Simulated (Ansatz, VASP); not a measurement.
## KCl: VASP beside Ansatz

File INCAR:

```
PREC = Accurate
ENCUT = 500
EDIFF = 1E-6
ISMEAR = -1
SIGMA = 0.02
LREAL = False
LASPH = True
NELM = 120
ALGO = Normal
ISIF = 2
LWAVE = False
LCHARG = True
GGA = PE
LELF = True
LVHAR = True
NBANDS = 15
GGA_COMPAT = False
```

Contents of KPOINTS:

```
regular mesh
0
Gamma
  6 6 6
```

Contents of POSCAR:

```
KCl
1.0
    0.0560547066      3.5265110673      3.5265110673
    3.5265110673      0.0560547066      3.5265110673
    3.5265110673      3.5265110673      0.0560547066
K Cl
1 1
Direct
    0.0018627498      0.0018627498      0.0018627498
    0.2481372502      0.2481372502      0.2481372502
```

Input for Ansatz:

```yaml
crystal:
  lattice:
    - [0.0560547066, 3.5265110673, 3.5265110673]
    - [3.5265110673, 0.0560547066, 3.5265110673]
    - [3.5265110673, 3.5265110673, 0.0560547066]
  atoms:
    - { symbol: K, position: [0.0018627498, 0.0018627498, 0.0018627498] }
    - { symbol: Cl, position: [0.2481372502, 0.2481372502, 0.2481372502] }
kpoints:
  mp_grid: { grid: [6, 6, 6] }
  band_path:
    path:
      - [0.0, 0.0, 0.0]
      - [-0.5, -0.5, 0.0]
      - [-0.375, -0.375, 0.25]
      - [-0.375, 0.0, 0.375]
      - [0.0, 0.0, 0.5]
      - [-0.5, -0.25, 0.25]
      - [0.0, 0.5, 0.5]
    npoints: 1
hamiltonian:
  xc: pbe
scf:
  occupations: { method: fermi_dirac, width: 0.02 }
  n_extra_bands: 4
output:
  forces: true
  stress: true
  eigenvalues: true
```

Change from the starting cell: epitaxial_111 strain -1.1%.

Alike in both runs: task single point; functional PBE; k mesh 6 × 6 × 6; occupations fermi-dirac, width 0.02 eV; no spin polarisation.

|  | VASP | Ansatz |
| --- | --- | --- |
| version | VASP 6.6.1 | Ansatz 0.2.0 |
| potentials or method | VASP PAW PBE potentials, release 64 (K_sv, Cl) | plane waves, PAW |
| plane-wave cutoff (eV) | 500 | 420 |
| valence electrons in the cell | 16 | 16 |

```tsv
	VASP	Ansatz	Ansatz less VASP
gap on the k mesh at the Fermi level (eV)	4.78	4.78	+0.001
pressure (GPa)	0.4	0.4	-0.01
```

The functional is the same, so the differences come from potentials, cutoffs and numerics.
